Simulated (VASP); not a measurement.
**Cl: single point with PBE**

System: Cl.

```
Cl
1.0
     8.43433    0.00000    0.00000
     0.00000    8.43433    0.00000
     0.00000    0.00000    8.43433
Cl
20
Direct
  0.75209 0.36912 0.87399
  0.75141 0.45190 0.65839
  0.51324 0.82161 0.69746
  0.56027 0.71837 0.92400
  0.20274 0.07363 0.00568
  0.97323 0.06372 0.04610
  0.25601 0.44404 0.36276
  0.26182 0.43102 0.11662
  0.90700 0.01924 0.72369
  0.88746 0.01758 0.49242
  0.58667 0.64592 0.23538
  0.63383 0.40940 0.27034
  0.19399 0.42890 0.80548
  0.11339 0.65109 0.79875
  0.62574 0.07212 0.25292
  0.61335 0.09158 0.01599
  0.26932 0.12430 0.41990
  0.27107 0.87950 0.40655
  0.94138 0.62589 0.43370
  0.94904 0.69993 0.20521
```

- Program: VASP 6.6.1
- Task: single point
- Functional: PBE
- Potentials or basis: VASP PAW PBE potentials, release 64 (Cl)
- Cutoff: 520 eV
- k mesh: 1 × 1 × 1
- Occupations: fermi-dirac, width 0.05 eV
- Spin: no spin polarisation

```
Pressure      : 1.6 GPa
Largest force : 1.173 eV/Å
```

Forces in eV/Å, atoms in the order of the input:
```
Cl  -0.024 -0.085  0.804
Cl   0.012  0.384 -1.057
Cl   0.185 -0.562  0.916
Cl  -0.298  0.510 -0.997
Cl   0.963 -0.316 -0.251
Cl  -0.708  0.022  0.202
Cl   0.199  0.082 -0.125
Cl  -0.290  0.163  0.678
Cl   0.177 -0.051  0.906
Cl  -0.335  0.126 -1.117
Cl  -0.103 -0.211  0.240
Cl   0.079  0.334 -0.125
Cl   0.246  0.011 -0.310
Cl  -0.103  0.130 -0.003
Cl   0.086 -0.300  0.199
Cl  -0.235 -0.187  0.073
Cl  -0.035 -0.244 -0.106
Cl   0.088  0.106  0.075
Cl  -0.332  0.239 -0.347
Cl   0.430 -0.150  0.345
```

Stress tensor (GPa, compression positive):
```
 2.42  0.12 -0.21
 0.12  0.97 -0.09
-0.21 -0.09  1.29
```

Levels at points of the mesh, in eV from the Fermi level:
| k point | band 68 | band 69 | band 70 | band 71 | band 72 | band 73 |
| --- | --- | --- | --- | --- | --- | --- |
| (0.00, 0.00, 0.00) | -1.14 | -1.01 | -0.97 | 0.95 | 1.09 | 1.23 |

It took 92 s on 1 thread of Intel(R) Xeon(R) Platinum 8375C CPU @ 2.90GHz (Ice Lake), on a shared host, peak memory 0.51 GiB.

Caveat: the k points lie up to 0.74 Å⁻¹ apart; the atoms stand as in a frame of molecular dynamics.
